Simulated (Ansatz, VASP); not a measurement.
# BAs: VASP beside Ansatz

```
B As
1.0
     0.00000    2.39644    2.39644
     2.39644    0.00000    2.39644
     2.39644    2.39644    0.00000
B As
1 1
Direct
  0.00000 0.00000 0.00000
  0.25000 0.25000 0.25000
```

Alike in both runs: task single point; functional revPBE; k mesh 6 × 6 × 6; no spin polarisation.

```csv
,VASP,Ansatz
version,VASP 6.6.1,Ansatz 0.2.0
potentials or method,"VASP PAW PBE potentials, release 64 (B, As), cutoff 500 eV","plane waves, PAW"
occupations,"gaussian, width 0.01 eV",fixed
valence electrons in the cell,8,18
```

|  | VASP | Ansatz | Ansatz less VASP |
| --- | --- | --- | --- |
| gap on the k mesh at the Fermi level (eV) | 1.30 | 1.31 | +0.009 |

VASP's potentials were made for PBE, not for revPBE. VASP's potentials hold 8 valence electrons a cell and Ansatz's 18, so a difference there can come from the potentials and not from the codes.
